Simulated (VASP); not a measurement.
# InSb (k07) (F-43m) in VASP: notebook, part 2 of 3

VASP 6.6.1. The steps go on from the part before.

## (3) Single point, PBEsol

File INCAR:

```
PREC = Accurate
ENCUT = 500
EDIFF = 1E-6
ISMEAR = 0
SIGMA = 0.01
LREAL = F
LASPH = T
NELM = 120
ALGO = Normal
ISIF = 2
LWAVE = F
LCHARG = F
GGA = PS
NBANDS = 16
GGA_COMPAT = F
```

File KPOINTS:

```
regular mesh
0
Gamma
  14 14 14
```

File POSCAR:

```
InSb
1.0
    0.0000000000      3.2598779557      3.2598779557
    3.2598779557      0.0000000000      3.2598779557
    3.2598779557      3.2598779557      0.0000000000
In Sb
1 1
Direct
    0.0000000000      0.0000000000      0.0000000000
    0.2500000000      0.2500000000      0.2500000000
```

Potentials or basis: VASP PAW PBE potentials, release 64 (In_d, Sb).

Run with:

```
$ cat potpaw_PBE.64/In_d/POTCAR potpaw_PBE.64/Sb/POTCAR > POTCAR
$ mpirun -np 1 vasp_std > vasp.out
```

OUTCAR:

```text
PREC = Accurate
   ENCUT = 500
   EDIFF = 1E-6
   ISMEAR = 0
   LREAL = F
   LASPH = T
   NELM = 120
   ISIF = 2
   GGA = PS

 ion  position               nearest neighbor table
   1  0.000  0.000  0.000-   2 2.82   2 2.82   2 2.82   2 2.82
   2  0.250  0.250  0.250-   1 2.82   1 2.82   1 2.82   1 2.82

  LATTYP: Found a face centered cubic cell.
 ALAT       =     6.5197559114

  Lattice vectors:

 A1 = (   0.0000000000,   3.2598779557,   3.2598779557)
 A2 = (   3.2598779557,   0.0000000000,   3.2598779557)
 A3 = (   3.2598779557,   3.2598779557,   0.0000000000)

Analysis of symmetry for initial positions (statically):
=====================================================================
 Subroutine PRICEL returns:
 Original cell was already a primitive cell.

 Routine SETGRP: Setting up the symmetry group for a
 face centered cubic supercell.

 Subroutine GETGRP returns: Found 24 space group operations
 (whereof 24 operations were pure point group operations)
 out of a pool of 48 trial point group operations.

The static configuration has the point symmetry T_d .

Analysis of symmetry for dynamics (positions and initial velocities):
=====================================================================
 Subroutine PRICEL returns:
 Original cell was already a primitive cell.

 Routine SETGRP: Setting up the symmetry group for a
 face centered cubic supercell.

 Subroutine GETGRP returns: Found 24 space group operations
 (whereof 24 operations were pure point group operations)
 out of a pool of 48 trial point group operations.

The dynamic configuration has the point symmetry T_d .

 Subroutine INISYM returns: Found 24 space group operations
 (whereof 24 operations are pure point group operations),
 and found     1 'primitive' translations

----------------------------------------------------------------------------------------

                                     Primitive cell

  volume of cell :      69.2842

  direct lattice vectors                    reciprocal lattice vectors
     0.000000000  3.259877956  3.259877956    -0.153379975  0.153379975  0.153379975
     3.259877956  0.000000000  3.259877956     0.153379975 -0.153379975  0.153379975
     3.259877956  3.259877956  0.000000000     0.153379975  0.153379975 -0.153379975

  length of vectors
     4.610163617  4.610163617  4.610163617     0.265661910  0.265661910  0.265661910

  position of ions in fractional coordinates (direct lattice)
     0.000000000  0.000000000  0.000000000
     0.250000000  0.250000000  0.250000000

  ion indices of the primitive-cell ions
   primitive index   ion index
                 1           1
                 2           2

----------------------------------------------------------------------------------------

 KPOINTS: regular mesh

Automatic generation of k-mesh.
 Grid dimensions read from file:
 generate k-points for:   14   14   14

 Generating k-lattice:

  Cartesian coordinates                     Fractional coordinates (reciprocal lattice)
    -0.010955713  0.010955713  0.010955713     0.071428571  0.000000000  0.000000000
     0.010955713 -0.010955713  0.010955713     0.000000000  0.071428571  0.000000000
     0.010955713  0.010955713 -0.010955713     0.000000000  0.000000000  0.071428571

  Length of vectors
     0.018975851  0.018975851  0.018975851

  Shift w.r.t. Gamma in fractional coordinates (k-lattice)
     0.000000000  0.000000000  0.000000000

 Subroutine IBZKPT returns following result:
 ===========================================

 Found    104 irreducible k-points:

 Following reciprocal coordinates:
            Coordinates               Weight
  0.000000  0.000000  0.000000      1.000000
  0.071429  0.000000  0.000000      8.000000
  0.142857  0.000000  0.000000      8.000000
  0.214286  0.000000  0.000000      8.000000
  0.285714  0.000000  0.000000      8.000000
  0.357143  0.000000  0.000000      8.000000
[... 16 lines left out ...]
  0.214286  0.142857  0.000000     24.000000
  0.285714  0.142857  0.000000     24.000000
 [... further k-points ...]
   k-points           NKPTS =    104   k-points in BZ     NKDIM =    104   number of bands    NBANDS=     16
   number of dos      NEDOS =    301   number of ions     NIONS =      2
   total plane-waves  NPLWV =  46656
   dimension x,y,z NGX =    36 NGY =   36 NGZ =   36
   dimension x,y,z NGXF=    72 NGYF=   72 NGZF=   72
   ions per type =               1   1
   NGX,Y,Z   is equivalent  to a cutoff of  12.98, 12.98, 12.98 a.u.
   NGXF,Y,Z  is equivalent  to a cutoff of  25.96, 25.96, 25.96 a.u.
 SYSTEM =  unknown system
   PREC   = accura    normal or accurate (medium, high low for compatibility)
   ISTART =      0    job   : 0-new  1-cont  2-samecut
   ICHARG =      2    charge: 1-file 2-atom 10-const
   ISPIN  =      1    spin polarized calculation?
   LNONCOLLINEAR =      F non collinear calculations
   LSORBIT =      F    spin-orbit coupling
   LASPH  =      T    aspherical Exc in radial PAW
   ENCUT  =  500.0 eV  36.75 Ry    6.06 a.u.   8.41  8.41  8.41*2*pi/ulx,y,z
   NELM   =    120;   NELMIN=  2; NELMDL= -5     # of ELM steps
   EDIFF  = 0.1E-05   stopping-criterion for ELM
   LREAL  =      F    real-space projection
   EDIFFG = 0.1E-04   stopping-criterion for IOM
   NSW    =      0    number of steps for IOM
   IBRION =     -1    ionic relax: 0-MD 1-quasi-New 2-CG
   NFREE  =      0    steps in history (QN), initial steepest desc. (CG)
   ISIF   =      2    stress and relaxation
   ISYM   =      2    0-nonsym 1-usesym 2-fastsym
   POTIM  = 0.5000    time-step for ionic-motion
   TEBEG  =    0.0;   TEEND  =   0.0 temperature during run
   PSTRESS=    0.0 pullay stress
   NELECT =      18.0000    total number of electrons
   NUPDOWN=      -1.0000    fix difference up-down
   EMIN   =  10.00;   EMAX   =-10.00  energy-range for DOS
   EFERMI =   0.00;   METHOD = LEGACY
   ISMEAR =     0;   SIGMA  =   0.01  broadening in eV -4-tet -1-fermi 0-gaus
   EFERMI_NEDOS =   21; number of points for ismear=-14 and -15
   IALGO  =     38    algorithm
   IMIX   =      4    mixing-type and parameters
     AMIX     =   0.40;   BMIX     =  1.00
     AMIX_MAG =   1.60;   BMIX_MAG =  1.00
  volume/ion in A,a.u.               =      34.64       233.78
  Fermi-wavevector in a.u.,A,eV,Ry     =   1.044610  1.974027 14.846824  1.091211
  Thomas-Fermi vector in A             =   2.179370
   LORBIT       =      0    0 simple, 1 ext, 2 COOP (PROOUT), +10 PAW based schemes
   GGA     = PS    functional components
   LHFCALC =     F    Hartree Fock is set to
   AEXX    =    0.0000 exact exchange contribution
   IVDW    =     0    specifies the selected vdW correction
   LEPSILON=     F    determine dielectric tensor
   LRPA    =     F    only Hartree local field effects (RPA)
 non-spin polarized calculation
 Gauss-broadening in eV      SIGMA  =   0.01
  energy-cutoff  :      500.00
  volume of cell :       69.28
 maximum number of plane-waves:      1807
 NGX is ok and might be reduce to    36
   NGX = 17   NGY = 17   NGZ = 17

 number of electron      17.9999994 magnetization

 Free energy of the ion-electron system (eV)
  ---------------------------------------------------
  ext. energy  EPLUGINS =         0.00000000
  ---------------------------------------------------
  free energy    TOTEN  =        -7.70097870 eV

  energy without entropy =       -7.70097308  energy(sigma->0) =       -7.70097589

 E-fermi :   4.7678     XC(G=0):  -8.7895

 val. band max:        4.7647343595   @ k =   0.0000   0.0000   0.0000
 cond. band min:       5.2044147343   @ k =   0.5000   0.0000   0.0000
 fundamental gap:      0.4396803748
 Fermi energy:         4.7677799736

 k-point     1 :       0.0000    0.0000    0.0000
  band No.  band energies     occupation
      1      -9.7356      2.00000
      2      -9.7356      2.00000
      3      -9.7356      2.00000
      4      -9.6542      2.00000
      5      -9.6542      2.00000
      6      -5.8660      2.00000
[... 8 lines left out ...]
     15      13.0116      0.00000
     16      13.0116      0.00000
[... 419 lines left out ...]
 k-point    24 :       0.2857    0.1429    0.0000
  band No.  band energies     occupation
      1      -9.7677      2.00000
      2      -9.7211      2.00000
      3      -9.7196      2.00000
      4      -9.6591      2.00000
      5      -9.6513      2.00000
      6      -5.2335      2.00000
[... 8 lines left out ...]
     15      12.6554      0.00000
     16      13.0625      0.00000

 [... further k-points ...]

------------------------ aborting loop because EDIFF is reached ----------------------------------------

  FORCE on cell =-STRESS in cart. coord.  units (eV):
  Direction    XX          YY          ZZ          XY          YZ          ZX
  --------------------------------------------------------------------------------------
  -------------------------------------------------------------------------------------
  Total        0.0011154      0.0011154      0.0011154      0.0000000      0.0000000     -0.0000000
  in kB        0.0257936      0.0257936      0.0257936      0.0000000      0.0000000     -0.0000000
  external PRESSURE =       0.0257936 kB  Pullay stress =       0.0000000 kB

 VOLUME and BASIS-vectors are now :
 -----------------------------------------------------------------------------
  energy-cutoff  :      500.00
  volume of cell :       69.28
      direct lattice vectors                 reciprocal lattice vectors
     0.000000000  3.259877956  3.259877956    -0.153379975  0.153379975  0.153379975
     3.259877956  0.000000000  3.259877956     0.153379975 -0.153379975  0.153379975
     3.259877956  3.259877956  0.000000000     0.153379975  0.153379975 -0.153379975

 POSITION                                       TOTAL-FORCE (eV/Angst)
 -----------------------------------------------------------------------------------
      0.00000      0.00000      0.00000         0.000000      0.000000      0.000000
      1.62994      1.62994      1.62994        -0.000000     -0.000000     -0.000000
 -----------------------------------------------------------------------------------
    total drift:                                0.000000      0.000000      0.000000

  FREE ENERGIE OF THE ION-ELECTRON SYSTEM (eV)
  ---------------------------------------------------
  free  energy   TOTEN  =        -7.7009787018 eV

  energy  without entropy=       -7.7009730800  energy(sigma->0) =       -7.70097589
```

OSZICAR:

```text
N       E                     dE             d eps       ncg     rms          rms(c)
DAV:   1     0.109592499620E+03    0.10959E+03   -0.77519E+03  3328   0.107E+03
DAV:   2    -0.809006452164E+00   -0.11040E+03   -0.10692E+03  3760   0.273E+02
DAV:   3    -0.763650675713E+01   -0.68275E+01   -0.68067E+01  4184   0.706E+01
DAV:   4    -0.783120771769E+01   -0.19470E+00   -0.19466E+00  4256   0.136E+01
DAV:   5    -0.784192837803E+01   -0.10721E-01   -0.10721E-01  4928   0.263E+00    0.394E+00
DAV:   6    -0.772353099035E+01    0.11840E+00   -0.17371E-01  4896   0.676E+00    0.223E+00
DAV:   7    -0.770133306462E+01    0.22198E-01   -0.65163E-02  4568   0.262E+00    0.597E-01
DAV:   8    -0.770056818813E+01    0.76488E-03   -0.74903E-03  4400   0.990E-01    0.248E-01
DAV:   9    -0.770098155757E+01   -0.41337E-03   -0.84104E-04  4024   0.253E-01    0.810E-02
DAV:  10    -0.770095825495E+01    0.23303E-04   -0.46282E-05  4480   0.479E-02    0.354E-02
DAV:  11    -0.770097812485E+01   -0.19870E-04   -0.34992E-05  3880   0.498E-02    0.231E-02
DAV:  12    -0.770097870185E+01   -0.57700E-06   -0.11482E-06  3312   0.932E-03
   1 F= -.77009787E+01 E0= -.77009759E+01  d E =-.562180E-05
```

Run time: 80 s. Hardware: 1 thread of Intel Xeon 6975P-C, shared host; peak memory 0.28 GiB.

Results:

* Free energy: -7.7010 eV
* Pressure: 0.0 GPa
* Band gap on the k mesh: zero (filled and empty bands touch)

Caveat: the PAW data sets were made with another functional, which shifts forces and pressure a little; spin-orbit coupling is left out, which moves the levels of the heavy elements.

(Part 2 of 3 ends here.)
